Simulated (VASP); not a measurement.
Wanted: the native input for a VASP 6.6.1 run.

```
Task                   : single point
Functional             : LDA
Potentials or basis    : VASP PAW LDA potentials, release 64 (Li_sv)
Cutoff                 : 520 eV
k mesh                 : 13 × 13 × 13
Occupations            : gaussian, width 0.6 eV
Spin                   : no spin polarisation
Dipole correction      : no
Further INCAR settings : ALGO = Normal; EDIFF = 1e-06; NBANDS = 8
```

The structure of Li lies in POSCAR:

```
Li
1.0
   -1.6816320888      1.6816320888      1.6816320888
    1.6816320888     -1.6816320888      1.6816320888
    1.6816320888      1.6816320888     -1.6816320888
Li
1
Direct
    0.0000000000      0.0000000000      0.0000000000
```

These files were run (other wordings do the same):

INCAR

```
  PREC = Accurate
  ENCUT = 520
  EDIFF = 1E-6
  ISMEAR = 0
  SIGMA = 0.6
  LREAL = F
  LASPH = T
  NELM = 60
  ALGO = Normal
  ISIF = 2
  LWAVE = F
  LCHARG = F
  GGA = CA
  NBANDS = 8
```

KPOINTS

```
regular mesh
0
Gamma
  13 13 13
```

Potentials or basis: VASP PAW LDA potentials, release 64 (Li_sv).

Run with:

```bash
$ cat potpaw_LDA.64/Li_sv/POTCAR > POTCAR
$ mpirun -np 1 vasp_std > vasp.out
```

It took 5.8 s on 1 thread of Intel(R) Xeon(R) Platinum 8259CL CPU @ 2.50GHz (Skylake/Cascade Lake), on a shared host, peak memory 0.12 GiB.
